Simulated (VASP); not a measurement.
# SnO (C2/m) in VASP: notebook, part 2 of 2

VASP 6.6.1.

## (3) Electric field gradients, PBEsol (equal xy, yz and zx shear strains of +3 %)

Input file INCAR:

```
PREC     = Accurate       # precision mode
ENCUT    = 520            # plane-wave cutoff, eV
EDIFF    = 1E-8           # SCF threshold, eV
ISMEAR   = -1             # smearing method
SIGMA    = 0.01           # smearing width, eV
LREAL    = False          # projectors in reciprocal space
LASPH    = True           # aspherical terms in the spheres
NELM     = 80             # most SCF steps
ALGO     = Normal         # electronic algorithm
ISIF     = 2              # what is computed and relaxed
LWAVE    = False          # write WAVECAR
LCHARG   = False          # write CHGCAR
GGA      = PS             # functional
LEFG     = True         
NBANDS   = 28             # bands
```

Input file KPOINTS:

```
regular mesh
0
Gamma
  8 8 6
```

Input file POSCAR:

```
SnO
1.0
    3.8020000000      0.0570300000      0.0570300000
    0.0570300000      3.8020000000      0.0570300000
    0.0725400000      0.0725400000      4.8360000000
Sn O
2 2
Direct
    0.0000000000      0.5000000000      0.2385000000
    0.5000000000      0.0000000000      0.7615000000
    0.0000000000      0.0000000000      0.0000000000
    0.5000000000      0.5000000000      0.0000000000
```

Potentials or basis: VASP PAW PBE potentials, release 64 (Sn_d, O).

Command:

```
cat potpaw_PBE.64/Sn_d/POTCAR potpaw_PBE.64/O/POTCAR > POTCAR
mpirun -np 1 vasp_std > vasp.out
```

OUTCAR:

```text
PREC = Accurate
   ENCUT = 520
   EDIFF = 1E-8
   ISMEAR = -1
   LREAL = False
   LASPH = True
   NELM = 80
   ISIF = 2
   GGA = PS

 ion  position               nearest neighbor table
   1  0.000  0.500  0.239-   3 2.19   4 2.19   3 2.25   4 2.25   2 3.50   2 3.51   2 3.51   2 3.64
                             2 3.65   2 3.66   2 3.66
   2  0.500  0.000  0.761-   4 2.19   3 2.19   3 2.25   4 2.25   1 3.50   1 3.51   1 3.51   1 3.64
                             1 3.65   1 3.66   1 3.66
   3  0.000  0.000  0.000-   2 2.19   1 2.19   1 2.25   2 2.25
   4  0.500  0.500  0.000-   2 2.19   1 2.19   2 2.25   1 2.25

  LATTYP: Found a base centered monoclinic cell.
 ALAT       =     5.4586843438
 B/A-ratio  =     0.9702314754
 C/A-ratio  =     0.8861270726
 COS(beta)  =    -0.0420942467

  Lattice vectors:

 A1 = (  -3.8020000000,  -0.0570300000,  -0.0570300000)
 A2 = (  -0.0570300000,  -3.8020000000,  -0.0570300000)
 A3 = (   0.0725400000,   0.0725400000,   4.8360000000)

Analysis of symmetry for initial positions (statically):
=====================================================================
 Subroutine PRICEL returns:
 Original cell was already a primitive cell.

 Routine SETGRP: Setting up the symmetry group for a
 base centered monoclinic supercell.

 Subroutine GETGRP returns: Found  4 space group operations
 (whereof  2 operations were pure point group operations)
 out of a pool of  4 trial point group operations.

The static configuration has the point symmetry C_2 .
 The point group associated with its full space group is C_2h.

Analysis of symmetry for dynamics (positions and initial velocities):
=====================================================================
 Subroutine PRICEL returns:
 Original cell was already a primitive cell.

 Routine SETGRP: Setting up the symmetry group for a
 base centered monoclinic supercell.

 Subroutine GETGRP returns: Found  4 space group operations
 (whereof  2 operations were pure point group operations)
 out of a pool of  4 trial point group operations.

The dynamic configuration has the point symmetry C_2 .
 The point group associated with its full space group is C_2h.

 Subroutine INISYM returns: Found  4 space group operations
 (whereof  2 operations are pure point group operations),
 and found     1 'primitive' translations

----------------------------------------------------------------------------------------

                                     Primitive cell

  volume of cell :      69.8587

  direct lattice vectors                    reciprocal lattice vectors
     3.802000000  0.057030000  0.057030000     0.263136125 -0.003888711 -0.003888711
     0.057030000  3.802000000  0.057030000    -0.003888711  0.263136125 -0.003888711
     0.072540000  0.072540000  4.836000000    -0.003057254 -0.003057254  0.206874182

  length of vectors
     3.802855354  3.802855354  4.837087978     0.263193587  0.263193587  0.206919359
[... 91 lines left out ...]
   ISIF   =      2    stress and relaxation
   ISYM   =      2    0-nonsym 1-usesym 2-fastsym
   POTIM  = 0.5000    time-step for ionic-motion
   TEBEG  =    0.0;   TEEND  =   0.0 temperature during run
   PSTRESS=    0.0 pullay stress
   NELECT =      40.0000    total number of electrons
   NUPDOWN=      -1.0000    fix difference up-down
   EMIN   =  10.00;   EMAX   =-10.00  energy-range for DOS
   EFERMI =   0.00;   METHOD = LEGACY
   ISMEAR =    -1;   SIGMA  =   0.01  broadening in eV -4-tet -1-fermi 0-gaus
   EFERMI_NEDOS =   21; number of points for ismear=-14 and -15
   IALGO  =     38    algorithm
   IMIX   =      4    mixing-type and parameters
     AMIX     =   0.40;   BMIX     =  1.00
     AMIX_MAG =   1.60;   BMIX_MAG =  1.00
  volume/ion in A,a.u.               =      17.46       117.86
  Fermi-wavevector in a.u.,A,eV,Ry     =   1.359423  2.568938 25.144004  1.848032
  Thomas-Fermi vector in A             =   2.486173
   LORBIT       =      0    0 simple, 1 ext, 2 COOP (PROOUT), +10 PAW based schemes
   GGA     = PS    functional components
   LHFCALC =     F    Hartree Fock is set to
   AEXX    =    0.0000 exact exchange contribution
   IVDW    =     0    specifies the selected vdW correction
   LEPSILON=     F    determine dielectric tensor
   LRPA    =     F    only Hartree local field effects (RPA)
 non-spin polarized calculation
  energy-cutoff  :      520.00
  volume of cell :       69.86
 maximum number of plane-waves:      1898
   NGX = 15   NGY = 15   NGZ = 17

 number of electron      40.0000002 magnetization

 Free energy of the ion-electron system (eV)
  ---------------------------------------------------
  ext. energy  EPLUGINS =         0.00000000
  ---------------------------------------------------
  free energy    TOTEN  =       -24.17487637 eV

  energy without entropy =      -24.17471359  energy(sigma->0) =      -24.17479498

 E-fermi :   7.0729     XC(G=0): -10.5002

 val. band max:        7.0608876893   @ k =   0.0000   0.0000   0.0000
 cond. band min:       7.0999347262   @ k =   0.5000   0.5000   0.0000
 fundamental gap:      0.0390470369
 Fermi energy:         7.0729233856

 k-point     1 :       0.0000    0.0000    0.0000
  band No.  band energies     occupation
      1     -14.8757      2.00000
      2     -14.4377      2.00000
      3     -14.4227      2.00000
      4     -14.4171      2.00000
      5     -14.3734      2.00000
      6     -14.3708      2.00000
[... 733 lines left out ...]
     27      14.6072      0.00000
     28      17.2250      0.00000

 [... further k-points ...]
[... 5 lines left out ...]
  --------------------------------------------------------------------------------------
  -------------------------------------------------------------------------------------
  Total        0.2662601      0.2662601      0.0541652     -1.0571535     -0.6857735     -0.6857720
  in kB        6.1065581      6.1065581      1.2422556    -24.2453487    -15.7279116    -15.7278782
  external PRESSURE =       4.4851239 kB  Pullay stress =       0.0000000 kB

 VOLUME and BASIS-vectors are now :
 -----------------------------------------------------------------------------
  energy-cutoff  :      520.00
  volume of cell :       69.86
      direct lattice vectors                 reciprocal lattice vectors
     3.802000000  0.057030000  0.057030000     0.263136125 -0.003888711 -0.003888711
     0.057030000  3.802000000  0.057030000    -0.003888711  0.263136125 -0.003888711
     0.072540000  0.072540000  4.836000000    -0.003057254 -0.003057254  0.206874182

 POSITION                                       TOTAL-FORCE (eV/Angst)
 -----------------------------------------------------------------------------------
      0.04582      1.91830      1.18190        -0.173108     -0.173108      0.178260
      1.95624      0.08375      3.71113         0.173108      0.173108     -0.178260
      0.00000      0.00000      0.00000        -0.112621      0.112621     -0.000000
      1.92952      1.92952      0.05703         0.112621     -0.112621      0.000000
 -----------------------------------------------------------------------------------
    total drift:                                0.000000      0.000000      0.000000

  FREE ENERGIE OF THE ION-ELECTRON SYSTEM (eV)
  ---------------------------------------------------
  free  energy   TOTEN  =       -24.1748763683 eV

  energy  without entropy=      -24.1747135933  energy(sigma->0) =      -24.17479498

 Electric field gradients (V/A^2)
---------------------------------------------------------------------
 ion       V_xx      V_yy      V_zz      V_xy      V_xz      V_yz
---------------------------------------------------------------------
   1      80.181    80.181  -160.362    -3.750    28.161    28.161
   2      80.181    80.181  -160.362    -3.750    28.161    28.161
   3      -0.979    -0.979     1.957     9.487    -0.628    -0.628
   4      -0.979    -0.979     1.957     9.487    -0.628    -0.628
---------------------------------------------------------------------

 Electric field gradients after diagonalization (V/A^2)
 (convention: |V_zz| > |V_xx| > |V_yy|)
----------------------------------------------------------------------
 ion       V_xx      V_yy      V_zz     asymmetry (V_yy - V_xx)/ V_zz
----------------------------------------------------------------------
   1      83.931    82.950  -166.881       0.006
   2      83.931    82.950  -166.881       0.006
   3       8.626     1.839   -10.465       0.649
   4       8.626     1.839   -10.465       0.649
----------------------------------------------------------------------

           NMR quadrupolar parameters

 Cq : quadrupolar parameter    Cq=e*Q*V_zz/h
 eta: asymmetry parameters     (V_yy - V_xx)/ V_zz
 Q  : nuclear electric quadrupole moment in mb (millibarn)
----------------------------------------------------------------------
 ion       Cq(MHz)       eta       Q (mb)
----------------------------------------------------------------------
   1      -0.404       0.006       1.000
   2      -0.404       0.006       1.000
   3      -0.025       0.649       1.000
   4      -0.025       0.649       1.000
----------------------------------------------------------------------
```

It took 4.9 min on 1 thread of Oxide Virtual Turin-like, shared host; peak memory 0.27 GiB.

Results:

- Free energy: -24.1749 eV
- Pressure: 0.4 GPa
- Largest force: 0.303 eV/Å
- Band gap on the k mesh: zero (filled and empty bands touch)

Forces in eV/Å, atoms in the order of the input:
```
Sn  -0.173 -0.173  0.178
Sn   0.173  0.173 -0.178
O   -0.113  0.113  0.000
O    0.113 -0.113  0.000
```

Levels at points of the mesh, in eV from the Fermi level:
| k point | band 16 | band 17 | band 18 | band 19 | band 20 | band 21 | band 22 | band 23 | band 24 | band 25 |
| --- | --- | --- | --- | --- | --- | --- | --- | --- | --- | --- |
| (0.00, 0.00, 0.00) | -6.33 | -3.53 | -3.41 | -3.00 | -0.01 | 2.01 | 4.23 | 4.56 | 4.73 | 5.53 |
| (0.50, 0.00, 0.00) | -5.07 | -4.93 | -4.87 | -2.83 | -2.69 | 2.98 | 3.28 | 5.67 | 5.80 | 5.91 |
| (0.50, 0.50, 0.00) | -5.15 | -2.67 | -2.40 | -1.97 | -1.87 | -0.01 | 0.03 | 4.24 | 4.46 | 7.13 |
| (0.00, 0.00, 0.50) | -3.59 | -3.43 | -3.14 | -3.02 | -2.26 | 1.55 | 2.80 | 3.03 | 3.61 | 7.73 |
| (0.50, 0.00, 0.50) | -5.55 | -4.91 | -4.82 | -1.88 | -1.65 | 2.36 | 2.68 | 5.28 | 5.41 | 6.51 |
| (0.50, 0.50, 0.50) | -5.61 | -2.90 | -2.67 | -2.55 | -2.40 | 2.25 | 2.32 | 3.91 | 3.98 | 5.49 |

Electric field gradients, principal values (V/Å²):
| atom | least | middle | greatest (by size) |
| --- | --- | --- | --- |
| 1 Sn | 82.950 | 83.931 | -166.881 |
| 2 Sn | 82.950 | 83.931 | -166.881 |
| 3 O | 1.839 | 8.626 | -10.465 |
| 4 O | 1.839 | 8.626 | -10.465 |

Caveat: the cell differs from its parent crystal (equal xy, yz and zx shear strains of +3 %); without QUAD_EFG the Cq values of the log hold for a quadrupole moment of 1 mb, not for the nuclei; the PAW data sets were made with another functional, which shifts forces and pressure a little; spin-orbit coupling is left out, which moves the levels of the heavy elements.

## (4) Electric field gradients, PBEsol (equal xy, yz and zx shear strains of +3 %)

Input file INCAR:

```
SYSTEM = SnO
PREC = Accurate ; ENCUT = 520
EDIFF = 1E-8 ; ISMEAR = -1
SIGMA = 0.01 ; LREAL = .False.
LASPH = .True. ; NELM = 100
ALGO = Normal ; ISIF = 2
LWAVE = .False. ; LCHARG = .False.
GGA = PS ; LEFG = .True.
NBANDS = 28
```

Input file KPOINTS:

```
regular mesh
0
Gamma
  8 8 6
  0 0 0
```

POSCAR is that of step 3.

Potentials or basis: VASP PAW PBE potentials, release 64 (Sn_d, O).

Command:

```
cat potpaw_PBE.64/Sn_d/POTCAR potpaw_PBE.64/O/POTCAR > POTCAR
mpirun -np 1 vasp_std > vasp.out
```

OUTCAR:

```text
SYSTEM = SnO
   PREC = Accurate
   ENCUT = 520
   EDIFF = 1E-8
   ISMEAR = -1
   LREAL = .False.
   LASPH = .True.
   NELM = 100
   ISIF = 2
   GGA = PS

 ion  position               nearest neighbor table
   1  0.000  0.500  0.239-   3 2.19   4 2.19   3 2.25   4 2.25   2 3.50   2 3.51   2 3.51   2 3.64
                             2 3.65   2 3.66   2 3.66
   2  0.500  0.000  0.761-   4 2.19   3 2.19   3 2.25   4 2.25   1 3.50   1 3.51   1 3.51   1 3.64
                             1 3.65   1 3.66   1 3.66
   3  0.000  0.000  0.000-   2 2.19   1 2.19   1 2.25   2 2.25
   4  0.500  0.500  0.000-   2 2.19   1 2.19   2 2.25   1 2.25

  LATTYP: Found a base centered monoclinic cell.
 ALAT       =     5.4586843438
 B/A-ratio  =     0.9702314754
 C/A-ratio  =     0.8861270726
 COS(beta)  =    -0.0420942467

  Lattice vectors:

 A1 = (  -3.8020000000,  -0.0570300000,  -0.0570300000)
[... 955 lines left out ...]
 -----------------------------------------------------------------------------------
      0.04582      1.91830      1.18190        -0.173108     -0.173108      0.178260
      1.95624      0.08375      3.71113         0.173108      0.173108     -0.178260
      0.00000      0.00000      0.00000        -0.112621      0.112621     -0.000000
      1.92952      1.92952      0.05703         0.112621     -0.112621      0.000000
 -----------------------------------------------------------------------------------
    total drift:                                0.000000      0.000000      0.000000

  FREE ENERGIE OF THE ION-ELECTRON SYSTEM (eV)
  ---------------------------------------------------
  free  energy   TOTEN  =       -24.1748763683 eV

  energy  without entropy=      -24.1747135933  energy(sigma->0) =      -24.17479498

 Electric field gradients (V/A^2)
---------------------------------------------------------------------
 ion       V_xx      V_yy      V_zz      V_xy      V_xz      V_yz
---------------------------------------------------------------------
   1      80.181    80.181  -160.362    -3.750    28.161    28.161
   2      80.181    80.181  -160.362    -3.750    28.161    28.161
   3      -0.979    -0.979     1.957     9.487    -0.628    -0.628
   4      -0.979    -0.979     1.957     9.487    -0.628    -0.628
---------------------------------------------------------------------

 Electric field gradients after diagonalization (V/A^2)
 (convention: |V_zz| > |V_xx| > |V_yy|)
----------------------------------------------------------------------
 ion       V_xx      V_yy      V_zz     asymmetry (V_yy - V_xx)/ V_zz
----------------------------------------------------------------------
   1      83.931    82.950  -166.881       0.006
   2      83.931    82.950  -166.881       0.006
   3       8.626     1.839   -10.465       0.649
   4       8.626     1.839   -10.465       0.649
----------------------------------------------------------------------

           NMR quadrupolar parameters

 Cq : quadrupolar parameter    Cq=e*Q*V_zz/h
 eta: asymmetry parameters     (V_yy - V_xx)/ V_zz
 Q  : nuclear electric quadrupole moment in mb (millibarn)
----------------------------------------------------------------------
 ion       Cq(MHz)       eta       Q (mb)
----------------------------------------------------------------------
   1      -0.404       0.006       1.000
   2      -0.404       0.006       1.000
   3      -0.025       0.649       1.000
   4      -0.025       0.649       1.000
----------------------------------------------------------------------
```

stdout:

```text
POSCAR found type information on POSCAR SnO
 POSCAR found :  2 types and       4 ions
 scaLAPACK will be used
 -----------------------------------------------------------------------------
|                                                                             |
|                                                                             |
|     You enforced a specific xc type in the INCAR file but a different       |
|     I HOPE YOU KNOW WHAT YOU ARE DOING!                                     |
|                                                                             |
 -----------------------------------------------------------------------------

 LDA part: xc-table for (Slater+PW92), standard interpolation
 POSCAR, INCAR and KPOINTS ok, starting setup
 FFT: planning ... GRIDC
 FFT: planning ... GRID_SOFT
 FFT: planning ... GRID
 WAVECAR not read
 entering main loop
ion   1

ion   2

ion   3

ion   4
```

Wall time 4.3 min (1 thread of Oxide Virtual Turin-like, shared host); peak memory 0.26 GiB.

What came out:

| Quantity | Value |
| --- | --- |
| Free energy | -24.1749 eV |
| Pressure | 0.4 GPa |
| Largest force | 0.303 eV/Å |
| Band gap on the k mesh | zero (filled and empty bands touch) |

Forces in eV/Å, atoms in the order of the input:
```
Sn  -0.173 -0.173  0.178
Sn   0.173  0.173 -0.178
O   -0.113  0.113  0.000
O    0.113 -0.113  0.000
```

Stress tensor (GPa, compression positive):
```
 0.61 -2.42 -1.57
-2.42  0.61 -1.57
-1.57 -1.57  0.12
```

Levels at points of the mesh, in eV from the Fermi level:
| k point | band 16 | band 17 | band 18 | band 19 | band 20 | band 21 | band 22 | band 23 | band 24 | band 25 |
| --- | --- | --- | --- | --- | --- | --- | --- | --- | --- | --- |
| (0.00, 0.00, 0.00) | -6.33 | -3.53 | -3.41 | -3.00 | -0.01 | 2.01 | 4.23 | 4.56 | 4.73 | 5.53 |
| (0.50, 0.00, 0.00) | -5.07 | -4.93 | -4.87 | -2.83 | -2.69 | 2.98 | 3.28 | 5.67 | 5.80 | 5.91 |
| (0.50, 0.50, 0.00) | -5.15 | -2.67 | -2.40 | -1.97 | -1.87 | -0.01 | 0.03 | 4.24 | 4.46 | 7.13 |
| (0.00, 0.00, 0.50) | -3.59 | -3.43 | -3.14 | -3.02 | -2.26 | 1.55 | 2.80 | 3.03 | 3.61 | 7.73 |
| (0.50, 0.00, 0.50) | -5.55 | -4.91 | -4.82 | -1.88 | -1.65 | 2.36 | 2.68 | 5.28 | 5.41 | 6.51 |
| (0.50, 0.50, 0.50) | -5.61 | -2.90 | -2.67 | -2.55 | -2.40 | 2.25 | 2.32 | 3.91 | 3.98 | 5.49 |

Electric field gradients, principal values (V/Å²):
| atom | least | middle | greatest (by size) |
| --- | --- | --- | --- |
| 1 Sn | 82.950 | 83.931 | -166.881 |
| 2 Sn | 82.950 | 83.931 | -166.881 |
| 3 O | 1.839 | 8.626 | -10.465 |
| 4 O | 1.839 | 8.626 | -10.465 |

Caveat: the cell differs from its parent crystal (equal xy, yz and zx shear strains of +3 %); without QUAD_EFG the Cq values of the log hold for a quadrupole moment of 1 mb, not for the nuclei; the PAW data sets were made with another functional, which shifts forces and pressure a little; spin-orbit coupling is left out, which moves the levels of the heavy elements.
